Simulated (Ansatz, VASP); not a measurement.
**Ge in VASP and in Ansatz**

```
Ge
1.0
     4.05816    0.00000    0.00000
    -2.02908    3.51447    0.00000
     0.00000    0.00000    6.69253
Ge
4
Direct
  0.66667 0.33333 0.06279
  0.33333 0.66667 0.56279
  0.66667 0.33333 0.43721
  0.33333 0.66667 0.93721
```

Alike in both runs: task single point; functional PBE; k mesh 12 × 12 × 8; occupations gaussian, width 0.15 eV; no spin polarisation.

|  | VASP | Ansatz |
| --- | --- | --- |
| version | VASP 6.6.1 | Ansatz 0.2.0 |
| potentials or method | VASP PAW PBE potentials, release 64 (Ge_d), cutoff 520 eV | scalar-relativistic, plane waves, PAW |
| valence electrons in the cell | 56 | 56 |

```csv
,VASP,Ansatz,Ansatz less VASP
gap on the k mesh at the Fermi level (eV),none,none,-
pressure (GPa),0.0,0.0,+0.05
```

A gap of «none» marks a metal or a gap that the smearing closes. The functional is the same, so the differences come from potentials, cutoffs and numerics.
